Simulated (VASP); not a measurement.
Here is a VASP 6.6.1 calculation.

INCAR

```
  ALGO = Normal
  EDIFF = 1E-6
  ENCUT = 520
  GGA = PE
  ISIF = 2
  ISMEAR = -1
  LASPH = True
  LCHARG = False
  LREAL = False
  LWAVE = False
  NBANDS = 18
  NELM = 80
  PREC = Accurate
  SIGMA = 0.05
```

KPOINTS

```
k-points
0
Gamma
  11 11 14
```

Contents of POSCAR:

```
Si2W
1.0
   -1.5228100000      1.6410100000      3.9400000000
    1.6410100000     -1.5228100000      3.9400000000
    1.5709900000      1.5709900000     -3.8918200000
Si W
2 1
Direct
    0.3330000000      0.3330000000      0.0000000000
    0.6670000000      0.6670000000      0.0000000000
    0.0000000000      0.0000000000      0.0000000000
```

Potentials or basis: VASP PAW PBE potentials, release 64 (Si, W_sv).

Run with:

```console
$ cat potpaw_PBE.64/Si/POTCAR potpaw_PBE.64/W_sv/POTCAR > POTCAR
$ mpirun -np 1 vasp_std > vasp.out
```

(1) What does it give for the largest force?

(2) Estimate the band gap on the k mesh.

(3) What does it give for the pressure?

Answers

(1) 0.192 eV/Å.

(2) zero (bands 11 and 12 overlap by 1.09 eV).

(3) 2.4 GPa.

Caveat: the cell differs from its parent crystal (equal xy, yz and zx shear strains of +3 %); spin-orbit coupling is left out, which moves the levels of the heavy elements.
